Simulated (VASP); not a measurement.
# TaTe (Pm-3m) in VASP: notebook, part 2 of 2

VASP 6.6.1.

### 3 Single point, HSE06

This run uses another cell than the first one, of 20.00 Å³/atom.

POSCAR reads:

```
TaTe
1.0
    3.4200900000      0.0000000000      0.0000000000
    0.0000000000      3.4200900000      0.0000000000
    0.0000000000      0.0000000000      3.4200900000
Ta Te
1 1
Direct
    0.5000000000      0.5000000000      0.5000000000
    0.0000000000      0.0000000000      0.0000000000
```

INCAR.step1 reads:

```
SYSTEM = TaTe
PREC = Accurate
ENCUT = 520
EDIFF = 1E-5
ISMEAR = -1
SIGMA = 0.05
LREAL = .False.
LASPH = .True.
NELM = 60
ALGO = Normal
ISIF = 2
LWAVE = .True.
NBANDS = 16
GGA = PE
```

INCAR.step2 reads:

```
SYSTEM = TaTe
PREC = Accurate
ENCUT = 520
EDIFF = 1E-6
ISMEAR = -1
SIGMA = 0.05
LREAL = .False.
LASPH = .True.
NELM = 60
ALGO = Normal
ISIF = 2
LWAVE = .False.
LCHARG = .True.
GGA = PE
LHFCALC = .True.
HFSCREEN = 0.2079
PRECFOCK = Normal
LELF = .True.
LVHAR = .True.
NBANDS = 16
ISTART = 1
```

KPOINTS reads:

```
Automatic mesh
0
Gamma
  5 5 5
  0 0 0
```

Potentials or basis: VASP PAW PBE potentials, release 64 (Ta_pv, Te).

On the command line:

```bash
$ cat potpaw_PBE.64/Ta_pv/POTCAR potpaw_PBE.64/Te/POTCAR > POTCAR
$ cp INCAR.step1 INCAR
$ mpirun -np 1 vasp_std > vasp.out
$ cp INCAR.step2 INCAR
$ mpirun -np 1 vasp_std > vasp.out
```

OUTCAR:

```text
SYSTEM = TaTe
   PREC = Accurate
   ENCUT = 520
   EDIFF = 1E-6
   ISMEAR = -1
   LREAL = .False.
   LASPH = .True.
   NELM = 60
   ISIF = 2
   GGA = PE
   LHFCALC = .True.
   HFSCREEN = 0.2079
   PRECFOCK = Normal
   ISTART = 1

 ion  position               nearest neighbor table
   1  0.500  0.500  0.500-   2 2.96   2 2.96   2 2.96   2 2.96   2 2.96   2 2.96   2 2.96   2 2.96

   2  0.000  0.000  0.000-   1 2.96   1 2.96   1 2.96   1 2.96   1 2.96   1 2.96   1 2.96   1 2.96

  LATTYP: Found a simple cubic cell.
 ALAT       =     3.4200900000

  Lattice vectors:

 A1 = (   3.4200900000,   0.0000000000,   0.0000000000)
 A2 = (   0.0000000000,   3.4200900000,   0.0000000000)
 A3 = (   0.0000000000,   0.0000000000,   3.4200900000)

Analysis of symmetry for initial positions (statically):
=====================================================================
 Subroutine PRICEL returns:
 Original cell was already a primitive cell.

 Routine SETGRP: Setting up the symmetry group for a
 simple cubic supercell.

[... 155 lines left out ...]
  free energy    TOTEN  =       -17.20476076 eV

  energy without entropy =      -17.18357408  energy(sigma->0) =      -17.19416742

 E-fermi :   9.7539     XC(G=0):  -9.7623

 val. band max:        9.6100473747   @ k =   0.4000   0.4000   0.0000
 cond. band min:       9.7719423406   @ k =   0.4000   0.4000   0.2000
 fundamental gap:      0.1618949660
 Fermi energy:         9.7538586956

 k-point     1 :       0.0000    0.0000    0.0000
  band No.  band energies     occupation
      1     -27.9248      2.00000
      2     -27.9248      2.00000
      3     -27.9248      2.00000
      4      -6.8381      2.00000
      5       6.3245      2.00000
      6       6.3245      2.00000
[... 167 lines left out ...]
      3     -28.0573      2.00000
      4      -2.7371      2.00000
      5       2.4077      2.00000
      6       2.4077      2.00000
[... 8 lines left out ...]
     15      16.3835      0.00000
     16      18.2624      0.00000

------------------------ aborting loop because EDIFF is reached ----------------------------------------

  FORCE on cell =-STRESS in cart. coord.  units (eV):
  Direction    XX          YY          ZZ          XY          YZ          ZX
  --------------------------------------------------------------------------------------
  -------------------------------------------------------------------------------------
  Total       -1.2806206     -1.2806206     -1.2806206      0.0000000      0.0000000     -0.0000000
  in kB      -51.2883198    -51.2883198    -51.2883198      0.0000000      0.0000000     -0.0000000
  external PRESSURE =     -51.2883198 kB  Pullay stress =       0.0000000 kB

 VOLUME and BASIS-vectors are now :
 -----------------------------------------------------------------------------
  energy-cutoff  :      520.00
  volume of cell :       40.00
      direct lattice vectors                 reciprocal lattice vectors
     3.420090000  0.000000000  0.000000000     0.292389966  0.000000000  0.000000000
     0.000000000  3.420090000  0.000000000     0.000000000  0.292389966  0.000000000
     0.000000000  0.000000000  3.420090000     0.000000000  0.000000000  0.292389966

 POSITION                                       TOTAL-FORCE (eV/Angst)
 -----------------------------------------------------------------------------------
      1.71005      1.71005      1.71005         0.000000      0.000000      0.000000
      0.00000      0.00000      0.00000         0.000000      0.000000      0.000000
 -----------------------------------------------------------------------------------
    total drift:                               -0.000000      0.000001     -0.000001

  FREE ENERGIE OF THE ION-ELECTRON SYSTEM (eV)
  ---------------------------------------------------
  free  energy   TOTEN  =       -17.2047607633 eV

  energy  without entropy=      -17.1835740844  energy(sigma->0) =      -17.19416742
```

OSZICAR.step1:

```text
N       E                     dE             d eps       ncg     rms          rms(c)
DAV:   1     0.984808045411E+02    0.98481E+02   -0.79996E+03   320   0.931E+02
DAV:   2    -0.124200327164E+02   -0.11090E+03   -0.10668E+03   440   0.258E+02
DAV:   3    -0.150421644719E+02   -0.26221E+01   -0.26149E+01   368   0.364E+01
DAV:   4    -0.150598430782E+02   -0.17679E-01   -0.17678E-01   400   0.349E+00
DAV:   5    -0.150601570286E+02   -0.31395E-03   -0.31395E-03   384   0.435E-01    0.129E+01
DAV:   6    -0.146392010871E+02    0.42096E+00   -0.67283E-01   336   0.683E+00    0.643E+00
DAV:   7    -0.145918138797E+02    0.47387E-01   -0.10016E-01   352   0.227E+00    0.211E+00
DAV:   8    -0.145858084309E+02    0.60054E-02   -0.11140E-02   376   0.606E-01    0.296E-01
DAV:   9    -0.145857706524E+02    0.37778E-04   -0.49238E-04   400   0.152E-01    0.176E-01
DAV:  10    -0.145857543267E+02    0.16326E-04   -0.13240E-04   368   0.937E-02    0.425E-02
DAV:  11    -0.145857599542E+02   -0.56274E-05   -0.44352E-06   232   0.197E-02
   1 F= -.14585760E+02 E0= -.14574498E+02  d E =-.225232E-01
```

Run time: 19 min. Hardware: 1 thread of Intel Xeon 8259CL, shared host; peak memory 0.25 GiB.

Results:

```
Free energy            : -17.2048 eV
Pressure               : -5.1 GPa
Band gap on the k mesh : zero (an odd number of electrons rules out a gap without spin polarisation)
```

Caveat: the k points lie up to 0.37 Å⁻¹ apart, too coarse for converged energies and pressures of a metal; the PAW data sets were made with another functional, which shifts forces and pressure a little; spin-orbit coupling is left out, which moves the levels of the heavy elements.

The gap in the log of VASP goes by the Fermi energy; the results here count the filled bands.